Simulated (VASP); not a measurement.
Write the native input for VASP 6.6.1 that does the following.

| Quantity | Value |
| --- | --- |
| Task | single point |
| Functional | PBE |
| Potentials or basis | VASP PAW PBE potentials, release 64 (Re, P) |
| Cutoff | 520 eV |
| k mesh | 12 × 12 × 12 |
| Occupations | gaussian, width 0.05 eV |
| Spin | no spin polarisation |
| Dipole correction | no |
| Further INCAR settings | ALGO = Normal; EDIFF = 1e-07; NBANDS = 13 |

The structure of ReP lies in POSCAR:

```
ReP
1.0
    0.0000000000      2.4903254963      2.4903254963
    2.4903254963      0.0000000000      2.4903254963
    2.4903254963      2.4903254963      0.0000000000
Re P
1 1
Direct
    0.5000000000      0.5000000000      0.5000000000
    0.0000000000      0.0000000000      0.0000000000
```

These files were run (other wordings do the same):

INCAR

```
SYSTEM = ReP
PREC = Accurate
ENCUT = 520
EDIFF = 1E-7
ISMEAR = 0
SIGMA = 0.05
LREAL = .False.
LASPH = .True.
NELM = 60
ALGO = Normal
ISIF = 2
LWAVE = .False.
LCHARG = .True.
GGA = PE
LELF = .True.
LVHAR = .True.
NBANDS = 13
```

KPOINTS

```
regular mesh
0
Gamma
  12 12 12
  0 0 0
```

Potentials or basis: VASP PAW PBE potentials, release 64 (Re, P).

Command:

```bash
$ cat potpaw_PBE.64/Re/POTCAR potpaw_PBE.64/P/POTCAR > POTCAR
$ mpirun -np 1 vasp_std > vasp.out
```

It gave:

```json
{
 "Pressure": "-7.2 GPa",
 "Band gap on the k mesh": "zero (bands 6 and 7 overlap by 0.78 eV)"
}
```

Caveat: the cell stands under tension; spin-orbit coupling is left out, which moves the levels of the heavy elements.

It took 55 s on 1 thread of Intel Xeon 8259CL (shared host), peak memory 0.18 GiB.
